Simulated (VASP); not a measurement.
Set up this calculation in VASP 6.6.1, as the native input.

```yaml
Task: relaxation of cell and atoms
Functional: PBE
Potentials_or_basis: VASP PAW PBE potentials, release 64 (Mg)
Cutoff: 600 eV
k_mesh: 15 × 15 × 15
Occupations: fermi-dirac, width 0.1 eV
Spin: no spin polarisation
Dipole_correction: no
Further_INCAR_settings: ALGO = Normal; EDIFF = 1e-06; IBRION = 2; EDIFFG = -0.005; NSW = 60; ISIF = 3
```

The structure of Mg lies in POSCAR:

```
Mg
1.0
    0.0000000000      2.2550831578      2.2550831578
    2.2550831578      0.0000000000      2.2550831578
    2.2550831578      2.2550831578      0.0000000000
Mg
1
Direct
    0.0000000000      0.0000000000      0.0000000000
```

This isn't the form of Mg at room conditions, which is hcp.

The input as run:

INCAR

```
SYSTEM = Mg
PREC = Accurate
ENCUT = 600
EDIFF = 1E-6
ISMEAR = -1
SIGMA = 0.1
LREAL = .FALSE.
LASPH = .TRUE.
NELM = 100
ALGO = Normal
ISIF = 3
LWAVE = .FALSE.
LCHARG = .FALSE.
GGA = PE
IBRION = 2
NSW = 60
EDIFFG = -0.005
```

KPOINTS

```
Automatic mesh
0
G
  15 15 15
  0 0 0
```

Potentials or basis: VASP PAW PBE potentials, release 64 (Mg).

Run with:

```sh
$ cat potpaw_PBE.64/Mg/POTCAR > POTCAR
$ mpirun -np 1 vasp_std > vasp.out
```

It gave:

```
Relaxed volume                        : 23.06 Å³/atom
Relaxed cell                          : a = 3.195 Å, b = 3.195 Å, c = 3.195 Å, α = 60.00°, β = 60.00°, γ = 60.00°
Space group after relaxing (to 0.1 Å) : Fm-3m (No. 225)
Energy gained by relaxing             : 0.1 meV/atom
Ionic steps                           : 3
Pressure after relaxing               : 0.0 GPa
Band gap on the k mesh                : zero (bands 1 and 2 overlap by 2.22 eV)
```

Run time: 11 s on 1 thread of AMD EPYC 9R45 (Zen 5), on a shared host, peak memory 0.14 GiB.
